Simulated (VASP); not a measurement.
# Mg3CdTe4 (P-43m) in VASP: relaxation of cell and atoms with PBE

Aim: the relaxation of cell and atoms of Mg3CdTe4 with PBE.

Program: VASP 6.6.1. These are calculated values, not measurements. Logs are shortened: lines on timing, memory, paths and dates and some standing lists are left out, and cuts for length are marked.

### Step 1. The cell of the first run

Symmetry: P-43m, No. 215, cubic system. The conventional cell has a = 6.516 Å, b = 6.516 Å, c = 6.516 Å, α = 90.00°, β = 90.00°, γ = 90.00°. Within 3.7 Å of Mg (site symmetry -42m) lie 4 Te at 2.81 Å. Cd (site symmetry -43m) has 4 Te at 2.85 Å within 3.8 Å. Te (site symmetry 3m) has 3 Mg at 2.81 Å and 1 Cd at 2.85 Å within 3.7 Å.

### Step 2. Relaxation of cell and atoms, PBE

The input, INCAR:

```
SYSTEM = Mg3CdTe4
PREC     = Accurate       ! precision mode
ENCUT    = 600            ! plane-wave cutoff, eV
EDIFF    = 1E-6           ! SCF threshold, eV
ISMEAR   = 0              ! smearing method
SIGMA    = 0.02           ! smearing width, eV
LREAL    = .FALSE.        ! projectors in reciprocal space
LASPH    = .TRUE.         ! aspherical terms in the spheres
NELM     = 100            ! most SCF steps
ALGO     = Normal         ! electronic algorithm
ISIF     = 3              ! what is computed and relaxed
LWAVE    = .FALSE.        ! write WAVECAR
LCHARG   = .FALSE.        ! write CHGCAR
GGA      = PE             ! functional
IBRION   = 2              ! ionic algorithm
NSW      = 100            ! ionic steps
EDIFFG   = -0.01          ! ionic threshold
```

The input, KPOINTS:

```
regular mesh
0
G
  4 4 4
  0 0 0
```

The input, POSCAR:

```
Mg3CdTe4
1.0
    6.5156949091      0.0000000000      0.0000000000
    0.0000000000      6.5156949091      0.0000000000
    0.0000000000      0.0000000000      6.5156949091
Mg Cd Te
3 1 4
Direct
    0.0000000000      0.0000000000      0.5000000000
    0.0000000000      0.5000000000      0.0000000000
    0.5000000000      0.0000000000      0.0000000000
    0.5000000000      0.5000000000      0.5000000000
    0.7529771202      0.7529771202      0.7529771202
    0.7529771202      0.2470228798      0.2470228798
    0.2470228798      0.7529771202      0.2470228798
    0.2470228798      0.2470228798      0.7529771202
```

Potentials or basis: VASP PAW PBE potentials, release 64 (Mg, Cd, Te).

Run with:

```console
cat potpaw_PBE.64/Mg/POTCAR potpaw_PBE.64/Cd/POTCAR potpaw_PBE.64/Te/POTCAR > POTCAR
mpirun -np 1 vasp_std > vasp.out
```

OUTCAR:

```text
SYSTEM = Mg3CdTe4
   PREC = Accurate
   ENCUT = 600
   EDIFF = 1E-6
   ISMEAR = 0
   LREAL = .FALSE.
   LASPH = .TRUE.
   NELM = 100
   ISIF = 3
   GGA = PE
   IBRION = 2
   NSW = 100
   EDIFFG = -0.01

 ion  position               nearest neighbor table
   1  0.000  0.000  0.500-   5 2.81   6 2.81   7 2.81   8 2.81
   2  0.000  0.500  0.000-   5 2.81   6 2.81   7 2.81   8 2.81
   3  0.500  0.000  0.000-   5 2.81   6 2.81   7 2.81   8 2.81
   4  0.500  0.500  0.500-   5 2.85   6 2.85   7 2.85   8 2.85
   5  0.753  0.753  0.753-   1 2.81   2 2.81   3 2.81   4 2.85
   6  0.753  0.247  0.247-   1 2.81   2 2.81   3 2.81   4 2.85
   7  0.247  0.753  0.247-   1 2.81   2 2.81   3 2.81   4 2.85
   8  0.247  0.247  0.753-   1 2.81   2 2.81   3 2.81   4 2.85

  LATTYP: Found a simple cubic cell.
 ALAT       =     6.5156949091

  Lattice vectors:

 A1 = (   6.5156949091,   0.0000000000,   0.0000000000)
 A2 = (   0.0000000000,   6.5156949091,   0.0000000000)
 A3 = (   0.0000000000,   0.0000000000,   6.5156949091)

Analysis of symmetry for initial positions (statically):
=====================================================================
 Subroutine PRICEL returns:
 Original cell was already a primitive cell.

 Routine SETGRP: Setting up the symmetry group for a
 simple cubic supercell.

 Subroutine GETGRP returns: Found 24 space group operations
 (whereof 24 operations were pure point group operations)
 out of a pool of 48 trial point group operations.

The static configuration has the point symmetry T_d .

Analysis of symmetry for dynamics (positions and initial velocities):
=====================================================================
 Subroutine PRICEL returns:
 Original cell was already a primitive cell.

 Routine SETGRP: Setting up the symmetry group for a
 simple cubic supercell.

 Subroutine GETGRP returns: Found 24 space group operations
 (whereof 24 operations were pure point group operations)
 out of a pool of 48 trial point group operations.

The dynamic configuration has the point symmetry T_d .

 Subroutine INISYM returns: Found 24 space group operations
 (whereof 24 operations are pure point group operations),
 and found     1 'primitive' translations

----------------------------------------------------------------------------------------

                                     Primitive cell

  volume of cell :     276.6191

  direct lattice vectors                    reciprocal lattice vectors
     6.515694909  0.000000000  0.000000000     0.153475572  0.000000000  0.000000000
     0.000000000  6.515694909  0.000000000     0.000000000  0.153475572  0.000000000
     0.000000000  0.000000000  6.515694909     0.000000000  0.000000000  0.153475572

  length of vectors
     6.515694909  6.515694909  6.515694909     0.153475572  0.153475572  0.153475572

  position of ions in fractional coordinates (direct lattice)
     0.000000000  0.000000000  0.500000000
     0.000000000  0.500000000  0.000000000
     0.500000000  0.000000000  0.000000000
     0.500000000  0.500000000  0.500000000
     0.752977120  0.752977120  0.752977120
     0.752977120  0.247022880  0.247022880
     0.247022880  0.752977120  0.247022880
     0.247022880  0.247022880  0.752977120

  ion indices of the primitive-cell ions
   primitive index   ion index
                 1           1
                 2           2
                 3           3
                 4           4
                 5           5
                 6           6
                 7           7
                 8           8

----------------------------------------------------------------------------------------

 KPOINTS: regular mesh

Automatic generation of k-mesh.
 Grid dimensions read from file:
 generate k-points for:    4    4    4

 Generating k-lattice:

  Cartesian coordinates                     Fractional coordinates (reciprocal lattice)
     0.038368893  0.000000000  0.000000000     0.250000000  0.000000000  0.000000000
     0.000000000  0.038368893  0.000000000     0.000000000  0.250000000  0.000000000
     0.000000000  0.000000000  0.038368893     0.000000000  0.000000000  0.250000000

  Length of vectors
     0.038368893  0.038368893  0.038368893

  Shift w.r.t. Gamma in fractional coordinates (k-lattice)
     0.000000000  0.000000000  0.000000000

 Subroutine IBZKPT returns following result:
 ===========================================

 Found     10 irreducible k-points:

 Following reciprocal coordinates:
            Coordinates               Weight
  0.000000  0.000000  0.000000      1.000000
  0.250000  0.000000  0.000000      6.000000
  0.500000  0.000000  0.000000      3.000000
  0.250000  0.250000  0.000000     12.000000
  0.500000  0.250000  0.000000     12.000000
  0.500000  0.500000  0.000000      3.000000
  0.250000  0.250000  0.250000      8.000000
  0.500000  0.250000  0.250000     12.000000
  0.500000  0.500000  0.250000      6.000000
  0.500000  0.500000  0.500000      1.000000
   k-points           NKPTS =     10   k-points in BZ     NKDIM =     10   number of bands    NBANDS=     26
   number of dos      NEDOS =    301   number of ions     NIONS =      8
   total plane-waves  NPLWV = 157464
   dimension x,y,z NGX =    54 NGY =   54 NGZ =   54
   dimension x,y,z NGXF=   108 NGYF=  108 NGZF=  108
   ions per type =               3   1   4
   NGX,Y,Z   is equivalent  to a cutoff of  13.78, 13.78, 13.78 a.u.
   NGXF,Y,Z  is equivalent  to a cutoff of  27.56, 27.56, 27.56 a.u.
 SYSTEM =  Mg3CdTe4
   PREC   = accura    normal or accurate (medium, high low for compatibility)
   ISTART =      0    job   : 0-new  1-cont  2-samecut
   ICHARG =      2    charge: 1-file 2-atom 10-const
   ISPIN  =      1    spin polarized calculation?
   LNONCOLLINEAR =      F non collinear calculations
   LSORBIT =      F    spin-orbit coupling
   LASPH  =      T    aspherical Exc in radial PAW
   ENCUT  =  600.0 eV  44.10 Ry    6.64 a.u.  13.01 13.01 13.01*2*pi/ulx,y,z
   NELM   =    100;   NELMIN=  2; NELMDL= -5     # of ELM steps
   EDIFF  = 0.1E-05   stopping-criterion for ELM
   LREAL  =      F    real-space projection
   EDIFFG = -.1E-01   stopping-criterion for IOM
   NSW    =    100    number of steps for IOM
   IBRION =      2    ionic relax: 0-MD 1-quasi-New 2-CG
   NFREE  =      1    steps in history (QN), initial steepest desc. (CG)
   ISIF   =      3    stress and relaxation
   ISYM   =      2    0-nonsym 1-usesym 2-fastsym
   POTIM  = 0.5000    time-step for ionic-motion
   TEBEG  =    0.0;   TEEND  =   0.0 temperature during run
   PSTRESS=    0.0 pullay stress
   NELECT =      42.0000    total number of electrons
   NUPDOWN=      -1.0000    fix difference up-down
   EMIN   =  10.00;   EMAX   =-10.00  energy-range for DOS
   EFERMI =   0.00;   METHOD = LEGACY
   ISMEAR =     0;   SIGMA  =   0.02  broadening in eV -4-tet -1-fermi 0-gaus
   EFERMI_NEDOS =   21; number of points for ismear=-14 and -15
   IALGO  =     38    algorithm
   IMIX   =      4    mixing-type and parameters
     AMIX     =   0.40;   BMIX     =  1.00
     AMIX_MAG =   1.60;   BMIX_MAG =  1.00
  volume/ion in A,a.u.               =      34.58       233.34
  Fermi-wavevector in a.u.,A,eV,Ry     =   0.873368  1.650426 10.378134  0.762771
  Thomas-Fermi vector in A             =   1.992748
   LORBIT       =      0    0 simple, 1 ext, 2 COOP (PROOUT), +10 PAW based schemes
   GGA     = PE    functional components
   LHFCALC =     F    Hartree Fock is set to
   AEXX    =    0.0000 exact exchange contribution
   IVDW    =     0    specifies the selected vdW correction
   LEPSILON=     F    determine dielectric tensor
   LRPA    =     F    only Hartree local field effects (RPA)
 conjugate gradient relaxation of ions
 non-spin polarized calculation
 Gauss-broadening in eV      SIGMA  =   0.02
  energy-cutoff  :      600.00
  volume of cell :      276.62
 maximum number of plane-waves:      9328
 NGX is ok and might be reduce to    54
   NGX = 27   NGY = 27   NGZ = 27

--------------------------------------- Ionic step        1  -------------------------------------------

 number of electron      41.9999992 magnetization

 Free energy of the ion-electron system (eV)
  ---------------------------------------------------
  ext. energy  EPLUGINS =         0.00000000
  ---------------------------------------------------
  free energy    TOTEN  =       -24.00719121 eV

  energy without entropy =      -24.00719121  energy(sigma->0) =      -24.00719121

------------------------ aborting loop because EDIFF is reached ----------------------------------------

  FORCE on cell =-STRESS in cart. coord.  units (eV):
  Direction    XX          YY          ZZ          XY          YZ          ZX
  --------------------------------------------------------------------------------------
  -------------------------------------------------------------------------------------
  Total        0.5689059      0.5689059      0.5689059      0.0000000      0.0000000     -0.0000000
  in kB        3.2951016      3.2951016      3.2951016      0.0000000      0.0000000     -0.0000000
  external PRESSURE =       3.2951016 kB  Pullay stress =       0.0000000 kB
[... 195 lines left out ...]
  energy  without entropy=      -24.0099901039  energy(sigma->0) =      -24.00999010

--------------------------------------- Ionic step        6  -------------------------------------------

 number of electron      41.9999991 magnetization

 Free energy of the ion-electron system (eV)
  ---------------------------------------------------
  ext. energy  EPLUGINS =         0.00000000
  ---------------------------------------------------
  free energy    TOTEN  =       -24.01003868 eV

  energy without entropy =      -24.01003868  energy(sigma->0) =      -24.01003868

 E-fermi :   1.8662     XC(G=0):  -7.9095

 val. band max:        1.7416379322   @ k =   0.0000   0.0000   0.0000
 cond. band min:       3.5106844235   @ k =   0.0000   0.0000   0.0000
 fundamental gap:      1.7690464914
 Fermi energy:         1.8662261306

 k-point     1 :       0.0000    0.0000    0.0000
  band No.  band energies     occupation
      1      -8.5468      2.00000
      2      -7.8936      2.00000
      3      -7.8936      2.00000
      4      -7.8936      2.00000
      5      -5.7822      2.00000
      6      -5.7822      2.00000
[... 314 lines left out ...]
  FREE ENERGIE OF THE ION-ELECTRON SYSTEM (eV)
  ---------------------------------------------------
  free  energy   TOTEN  =       -24.0100386847 eV

  energy  without entropy=      -24.0100386847  energy(sigma->0) =      -24.01003868

 reached required accuracy - stopping structural energy minimisation
```

Run time: 3.4 min. Hardware: 1 thread of Intel Xeon Platinum 8488C (Sapphire Rapids), shared host; peak memory 0.49 GiB.

What came out:

```yaml
Free_energy: -24.0100 eV
Relaxed_volume: 34.89 Å³/atom
Relaxed_cell: a = 6.535 Å, b = 6.535 Å, c = 6.535 Å, α = 90.00°, β = 90.00°, γ = 90.00°
Space_group_after_relaxing_to_0.05_Å: P-43m (No. 215)
Energy_gained_by_relaxing: 0.4 meV/atom
Ionic_steps: 6
Pressure_after_relaxing: 0.0 GPa
Band_gap_on_the_k_mesh: 1.77 eV, direct
```

The path:
```tsv
step	energy change (eV)	largest force (eV/Å)	pressure (GPa)	volume (Å³)
1	0.0000	0.0329	0.33	276.62
2	-0.0027	0.0171	-0.03	279.48
3	-0.0027	0.0182	-0.02	279.26
4	-0.0027	0.0187	0.00	279.16
5	-0.0028	0.0131	0.00	279.14
6	-0.0028	0.0002	0.01	279.08
```

Final structure:
```
CELL_PARAMETERS angstrom
6.53497 0.00000 0.00000
0.00000 6.53497 0.00000
0.00000 0.00000 6.53497
ATOMIC_POSITIONS crystal
Mg 0.00000 0.00000 0.50000
Mg 0.00000 0.50000 0.00000
Mg 0.50000 0.00000 0.00000
Cd 0.50000 0.50000 0.50000
Te 0.75335 0.75335 0.75335
Te 0.75335 0.24665 0.24665
Te 0.24665 0.75335 0.24665
Te 0.24665 0.24665 0.75335
```

Levels at points of the mesh, in eV from the valence-band top:
| k point | band 18 | band 19 | band 20 | band 21 | band 22 | band 23 | band 24 | band 25 |
| --- | --- | --- | --- | --- | --- | --- | --- | --- |
| (0.00, 0.00, 0.00) | -1.26 | 0.00 | 0.00 | 0.00 | 1.77 | 2.86 | 2.86 | 2.86 |
| (0.50, 0.00, 0.00) | -0.81 | -0.81 | -0.64 | -0.64 | 3.41 | 3.81 | 3.85 | 3.94 |
| (0.50, 0.50, 0.00) | -0.63 | -0.49 | -0.44 | -0.44 | 3.42 | 4.09 | 4.09 | 4.19 |
| (0.50, 0.50, 0.50) | -0.52 | -0.35 | -0.35 | -0.35 | 2.10 | 3.05 | 3.05 | 3.05 |

Caveat: spin-orbit coupling is left out, which moves the levels of the heavy elements.
